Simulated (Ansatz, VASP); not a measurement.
AlN: VASP beside Ansatz

```xyz
2
Lattice="0.0000 2.1711 2.1711 2.1711 0.0000 2.1711 2.1711 2.1711 0.0000" Properties=species:S:1:pos:R:3 pbc="T T T"
Al    0.0000    0.0000    0.0000
N     1.0856    1.0856    1.0856
```

Alike in both runs: functional LDA; k mesh 10 × 10 × 10; occupations gaussian, width 0.02 eV; no spin polarisation.

Ansatz relaxed the structure, and its values are those at the end. VASP's run is a single point on that final structure, the one shown.

|  | VASP | Ansatz |
| --- | --- | --- |
| version | VASP 6.6.1 | Ansatz 0.2.0 |
| potentials or method | VASP PAW LDA potentials, release 64 (Al, N), cutoff 600 eV | scalar-relativistic, plane waves, PAW |
| valence electrons in the cell | 8 | 8 |

Ansatz gave:

| Quantity | Value |
| --- | --- |
| gap on the k mesh at the Fermi level (eV) | 3.25 |
| least direct gap on the mesh (eV) | 4.39 |
| pressure (GPa) | 0.0 |

Task: What did VASP give for the same quantities?

Result: gap on the k mesh at the Fermi level (eV): 3.23; least direct gap on the mesh (eV): 4.39; pressure (GPa): 0.5.

LDA's correlation is that of Perdew and Zunger in VASP and of Perdew and Wang (1992) in Ansatz.
